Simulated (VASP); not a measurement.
# WS2 in VASP: further runs, part 2 of 2

VASP 6.6.1. Earlier steps stand in the parts before.

### 3 Single point, PBE+D3(BJ) (layers slid over each other)

The input, INCAR:

```
PREC = Accurate
ENCUT = 520
EDIFF = 1E-6
ISMEAR = 0
SIGMA = 0.05
LREAL = F
LASPH = T
NELM = 100
ALGO = Normal
ISIF = 2
LWAVE = F
LCHARG = F
LDIPOL = T
IDIPOL = 3
DIPOL = 0.5 0.5 0.390
GGA = PE
IVDW = 12
NBANDS = 35
```

The input, KPOINTS:

```
Automatic mesh
0
Gamma
  9 9 1
```

The input, POSCAR:

```
WS2
1.0
    3.1595456682      0.0000000000      0.0000000000
   -1.5797728341      2.7362468131      0.0000000000
    0.0000000000      0.0000000000     23.8042574330
S W
4 2
Direct
    0.3333333333      0.6666666667      0.1890418137
    0.3333333333      0.6666666667      0.3214605092
    0.3333333333      0.8333333333      0.4575706151
    0.3333333333      0.8333333333      0.5899893106
    0.6666666667      0.3333333333      0.2552511584
    0.0000000000      1.1666666667      0.5237799598
```

Potentials or basis: VASP PAW PBE potentials, release 64 (S, W_sv).

Launch:

```
$ cat potpaw_PBE.64/S/POTCAR potpaw_PBE.64/W_sv/POTCAR > POTCAR
$ mpirun -np 1 vasp_std > vasp.out
```

OUTCAR:

```text
PREC = Accurate
   ENCUT = 520
   EDIFF = 1E-6
   ISMEAR = 0
   LREAL = F
   LASPH = T
   NELM = 100
   ISIF = 2
   GGA = PE
   IVDW = 12
 IVDW          = 12

 ion  position               nearest neighbor table
   1  0.333  0.667  0.189-   5 2.41   5 2.41   5 2.41
   2  0.333  0.667  0.321-   5 2.41   5 2.41   5 2.41
   3  0.333  0.833  0.458-   6 2.41   6 2.41   6 2.41
   4  0.333  0.833  0.590-   6 2.41   6 2.41   6 2.41
   5  0.667  0.333  0.255-   1 2.41   1 2.41   1 2.41   2 2.41   2 2.41   2 2.41
   6  0.000  0.167  0.524-   3 2.41   3 2.41   3 2.41   4 2.41   4 2.41   4 2.41
[... 1131 lines left out ...]
  -------------------------------------------------------------------------------------
  Total      -0.21496    -0.24815     0.17832    -0.02927     0.22797    -0.11569
  in kB      -1.67354    -1.93191     1.38830    -0.22787     1.77484    -0.90068
  external pressure =       -0.74 kB  Pullay stress =        0.00 kB

 VOLUME and BASIS-vectors are now :
 -----------------------------------------------------------------------------
  energy-cutoff  :      520.00
  volume of cell :      205.79
      direct lattice vectors                 reciprocal lattice vectors
     3.159545668  0.000000000  0.000000000     0.316501201  0.182732054  0.000000000
    -1.579772834  2.736246813  0.000000000     0.000000000  0.365464108  0.000000000
     0.000000000  0.000000000 23.804257433     0.000000000  0.000000000  0.042009292

 POSITION                                       TOTAL-FORCE (eV/Angst)
 -----------------------------------------------------------------------------------
     -0.00000      1.82416      4.50000         0.000155      0.001575      0.002460
     -0.00000      1.82416      7.65213         0.022944     -0.041933     -0.133613
     -0.26330      2.28021     10.89213        -0.022944      0.041933      0.133613
     -0.26330      2.28021     14.04426        -0.000155     -0.001575     -0.002460
      1.57977      0.91208      6.07606         0.006271     -0.016769      0.023901
     -0.26330      0.45604     12.46819        -0.006271      0.016769     -0.023901
 -----------------------------------------------------------------------------------
    total drift:                                0.000000      0.000000     -0.000410

  FREE ENERGIE OF THE ION-ELECTRON SYSTEM (eV)
  ---------------------------------------------------
  free  energy   TOTEN  =       -49.3956979194 eV

  energy  without entropy=      -49.3956979194  energy(sigma->0) =      -49.39569792

 vacuum level on the upper side and lower side of the slab         6.363         6.363
```

Run time: 2.8 min. Hardware: 1 thread of Intel Xeon 6975P-C (Granite Rapids), shared host; peak memory 0.46 GiB.

What came out:

```yaml
Free_energy: -49.3957 eV
Largest_force: 0.142 eV/Å
Band_gap_on_the_k_mesh: 1.59 eV (least direct gap 1.91 eV)
Dispersion_energy_per_atom: -0.358 eV
```

Forces on the atoms (eV/Å):
```
S    0.000  0.002  0.002
S    0.023 -0.042 -0.134
S   -0.023  0.042  0.134
S    0.000 -0.002 -0.002
W    0.006 -0.017  0.024
W   -0.006  0.017 -0.024
```

Caveat: the cell differs from its parent crystal (layers slid over each other); spin-orbit coupling is left out, which moves the levels of the heavy elements.

### 4 Single point, PBE+D3(BJ) (layers slid over each other)

The input, INCAR:

```
PREC = Accurate ; ENCUT = 520
EDIFF = 1E-6 ; ISMEAR = 0
SIGMA = 0.05 ; LREAL = False
LASPH = True ; NELM = 100
ALGO = Normal ; ISIF = 2
LWAVE = False ; LCHARG = False
LDIPOL = True ; IDIPOL = 3
DIPOL = 0.5 0.5 0.390 ; GGA = PE
IVDW = 12 ; NBANDS = 35
```

KPOINTS is that of step 3.

The input, POSCAR:

```
WS2
1.0
    3.1595456682      0.0000000000      0.0000000000
   -1.5797728341      2.7362468131      0.0000000000
    0.0000000000      0.0000000000     23.8042574330
S W
4 2
Direct
    0.3333333333      0.6666666667      0.1890418137
    0.3333333333      0.6666666667      0.3214605092
    0.5000000000      1.3333333333      0.4575706151
    0.5000000000      1.3333333333      0.5899893106
    0.6666666667      0.3333333333      0.2552511584
    0.1666666667      1.6666666667      0.5237799598
```

Potentials or basis: VASP PAW PBE potentials, release 64 (S, W_sv).

Launch:

```
$ cat potpaw_PBE.64/S/POTCAR potpaw_PBE.64/W_sv/POTCAR > POTCAR
$ mpirun -np 1 vasp_std > vasp.out
```

OUTCAR:

```text
PREC = Accurate
   ENCUT = 520
   EDIFF = 1E-6
   ISMEAR = 0
   LREAL = False
   LASPH = True
   NELM = 100
   ISIF = 2
   GGA = PE
   IVDW = 12
 IVDW          = 12

 ion  position               nearest neighbor table
   1  0.333  0.667  0.189-   5 2.41   5 2.41   5 2.41
   2  0.333  0.667  0.321-   5 2.41   5 2.41   5 2.41
   3  0.500  0.333  0.458-   6 2.41   6 2.41   6 2.41
   4  0.500  0.333  0.590-   6 2.41   6 2.41   6 2.41
   5  0.667  0.333  0.255-   1 2.41   1 2.41   1 2.41   2 2.41   2 2.41   2 2.41
   6  0.167  0.667  0.524-   3 2.41   3 2.41   3 2.41   4 2.41   4 2.41   4 2.41

  LATTYP: Found a hexagonal cell.
 ALAT       =     3.1595456682
 C/A-ratio  =     7.5340760770

  Lattice vectors:

[... 1125 lines left out ...]
  Total      -0.24990    -0.22299    -0.50055    -0.02398    -0.06272     0.14839
  in kB      -1.94552    -1.73606    -3.89694    -0.18668    -0.48829     1.15528
  external pressure =       -2.53 kB  Pullay stress =        0.00 kB

 VOLUME and BASIS-vectors are now :
 -----------------------------------------------------------------------------
  energy-cutoff  :      520.00
  volume of cell :      205.79
      direct lattice vectors                 reciprocal lattice vectors
     3.159545668  0.000000000  0.000000000     0.316501201  0.182732054  0.000000000
    -1.579772834  2.736246813  0.000000000     0.000000000  0.365464108  0.000000000
     0.000000000  0.000000000 23.804257433     0.000000000  0.000000000  0.042009292

 POSITION                                       TOTAL-FORCE (eV/Angst)
 -----------------------------------------------------------------------------------
     -0.00000      1.82416      4.50000         0.002636      0.000059      0.006529
     -0.00000      1.82416      7.65213        -0.024187      0.011940      0.023407
      1.05318      0.91208     10.89213         0.024187     -0.011940     -0.023407
      1.05318      0.91208     14.04426        -0.002636     -0.000059     -0.006529
      1.57977      0.91208      6.07606        -0.014782      0.003676      0.044483
     -0.52659      1.82416     12.46819         0.014782     -0.003676     -0.044483
 -----------------------------------------------------------------------------------
    total drift:                                0.000001     -0.000000     -0.000413

  FREE ENERGIE OF THE ION-ELECTRON SYSTEM (eV)
  ---------------------------------------------------
  free  energy   TOTEN  =       -49.4537528035 eV

  energy  without entropy=      -49.4537528035  energy(sigma->0) =      -49.45375280

 vacuum level on the upper side and lower side of the slab         6.362         6.361
```

stdout:

```text
POSCAR found type information on POSCAR S W
 POSCAR found :  2 types and       6 ions
 scaLAPACK will be used
 LDA part: xc-table for (Slater+PW92), standard interpolation
 POSCAR, INCAR and KPOINTS ok, starting setup
 FFT: planning ... GRIDC
 FFT: planning ... GRID_SOFT
 FFT: planning ... GRID
 WAVECAR not read
 entering main loop
```

Run time: 2.9 min. Hardware: 1 thread of Intel Xeon 6975P-C (Granite Rapids), shared host; peak memory 0.45 GiB.

What came out:

```
Free energy                : -49.4538 eV
Largest force              : 0.047 eV/Å
Band gap on the k mesh     : 1.65 eV (least direct gap 1.89 eV)
Dispersion energy per atom : -0.359 eV
```

Forces in eV/Å, atoms in the order of the input:
```
S    0.003  0.000  0.007
S   -0.024  0.012  0.023
S    0.024 -0.012 -0.023
S   -0.003  0.000 -0.007
W   -0.015  0.004  0.044
W    0.015 -0.004 -0.044
```

Levels at points of the mesh, in eV from the valence-band top:
| k point | band 24 | band 25 | band 26 | band 27 | band 28 | band 29 |
| --- | --- | --- | --- | --- | --- | --- |
| (0.00, 0.00, 0.00) | -1.81 | -0.57 | 0.00 | 2.65 | 2.66 | 2.69 |

Caveat: the cell differs from its parent crystal (layers slid over each other); spin-orbit coupling is left out, which moves the levels of the heavy elements.

### 5 Overview

| cell | gap on the mesh (eV) | largest force (eV/Å) |
| --- | --- | --- |
| as given, atomic positions A | 1.62 | 0.06 |
| as given, atomic positions B | 1.59 | 0.14 |
| as given, atomic positions C | 1.65 | 0.05 |

Alike in all rows: task single point; level PBE+D3(BJ); potentials or basis VASP PAW PBE potentials, release 64 (S, W_sv); no spin polarisation; k mesh 9 × 9 × 1; cutoff (eV) 520; smearing gaussian 0.05 eV.

Caveats: spin-orbit coupling is left out, which moves the levels of the heavy elements.

Total energies depend on the potentials used, so only differences within one code and one set of settings carry meaning.
